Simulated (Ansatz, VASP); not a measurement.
## ZnSe: VASP beside Ansatz

Contents of INCAR:

```
SYSTEM = ZnSe
PREC = Accurate
ENCUT = 520
EDIFF = 1E-6
ISMEAR = 0
SIGMA = 0.1
LREAL = .False.
LASPH = .True.
NELM = 80
ALGO = Normal
ISIF = 2
LWAVE = .False.
LCHARG = .True.
GGA = PE
LELF = .True.
LVHAR = .True.
NBANDS = 16
```

Contents of KPOINTS:

```
Automatic mesh
0
Gamma
  6 6 6
  0 0 0
```

The input POSCAR:

```
ZnSe
1.0
   -2.0690090000      2.0690090000      2.4273304500
    2.0690090000     -2.0690090000      2.4273304500
    2.0690090000      2.0690090000     -2.4273304500
Zn Se
1 1
Direct
    0.2500000000      0.7500000000      0.5000000000
    0.5000000000      0.5000000000      0.0000000000
```

Input for Ansatz:

```yaml
crystal:
  lattice:
    - [-2.069009, 2.069009, 2.42733045]
    - [2.069009, -2.069009, 2.42733045]
    - [2.069009, 2.069009, -2.42733045]
  atoms:
    - { symbol: Zn, position: [0.25, 0.75, 0.5] }
    - { symbol: Se, position: [0.5, 0.5, 0.0] }
basis:
  ecutwfc: 420
kpoints:
  mp_grid: { grid: [6, 6, 6] }
hamiltonian:
  xc: pbe
scf:
  occupations: { method: gaussian, width: 0.1 }
  lower_state_search: "off"
output:
  forces: true
  stress: true
  eigenvalues: true
```

Alike in both runs: task single point; functional PBE; k mesh 6 × 6 × 6; occupations gaussian, width 0.1 eV; no spin polarisation.

|  | VASP | Ansatz |
| --- | --- | --- |
| version | VASP 6.6.1 | Ansatz 0.2.0 |
| potentials or method | VASP PAW PBE potentials, release 64 (Zn, Se), cutoff 520 eV | scalar-relativistic, plane waves, PAW |
| valence electrons in the cell | 18 | 28 |

```csv
,VASP,Ansatz,Ansatz less VASP
gap on the k mesh at the Fermi level (eV),1.25,1.25,-0.006
least direct gap on the mesh (eV),1.25,1.25,-0.006
pressure (GPa),8.7,8.4,-0.32
"traceless stress, the component that is largest in VASP (GPa)",2.18,2.24,+0.054
```

VASP's potentials hold 18 valence electrons a cell and Ansatz's 28, so a difference there can come from the potentials and not from the codes.
